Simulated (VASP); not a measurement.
Ta:

```
Ta
1.0
     0.00000    2.69531    2.69531
     2.69531    0.00000    2.69531
     2.69531    2.69531    0.00000
Ta
2
Direct
  0.87500 0.87500 0.87500
  0.12500 0.12500 0.12500
```

This cell differs from its parent crystal: volume scaled by 0.75.

Base run:

* Program: VASP 6.6.1
* Functional: LDA
* Potentials or basis: VASP PAW LDA potentials, release 64 (Ta_pv)
* Cutoff: 520 eV
* k mesh: 13 × 13 × 13
* Occupations: fermi-dirac, width 0.08 eV
* Spin: no spin polarisation

Its results: band gap on the k mesh zero (band 11 reaches 5.03 eV, above the bottom of band 12 at 3.61 eV); pressure 39.9 GPa.

The run is repeated on the same cell with these changes: hubbard terms from none to Ta d U = 2.0 eV. What comes out?

Band gap on the k mesh zero (band 11 reaches 5.20 eV, above the bottom of band 12 at 3.84 eV); pressure 46.3 GPa.

Caveats: spin-orbit coupling is left out, which moves the levels of the heavy elements; U without spin polarisation on a metal has little footing (some runs); the U is typed as a test and isn't derived for this compound (some runs).
